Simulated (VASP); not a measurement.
# Ir: single point with PBE

Ir:

```
Ir
1.0
     0.00000    1.93606    1.93606
     1.93606    0.00000    1.93606
     1.93606    1.93606    0.00000
Ir
1
Direct
  0.00000 0.00000 0.00000
```

```json
{
  "Program": "VASP 6.6.1",
  "Task": "single point",
  "Functional": "PBE",
  "Potentials or basis": "VASP PAW PBE potentials, release 64 (Ir)",
  "Cutoff": "520 eV",
  "k mesh": "23 × 23 × 23",
  "Occupations": "fermi-dirac, width 0.1 eV",
  "Spin": "no spin polarisation",
  "Dipole correction": "no",
  "Further INCAR settings": "ALGO = Normal; EDIFF = 1e-06; NBANDS = 10"
}
```

The pressure is 0.3 GPa.

Levels at points of the mesh, in eV from the Fermi level:
```csv
k point,band 1,band 2,band 3,band 4,band 5,band 6,band 7,band 8,band 9
"(0.00, 0.00, 0.00)",-10.82,-3.71,-3.71,-3.71,-1.13,-1.13,14.40,19.84,19.84
```

Wall time 54 s on 1 thread of Intel Xeon 8259CL, on a shared host, peak memory 0.17 GiB.

Caveat: spin-orbit coupling is left out, which moves the levels of the heavy elements.
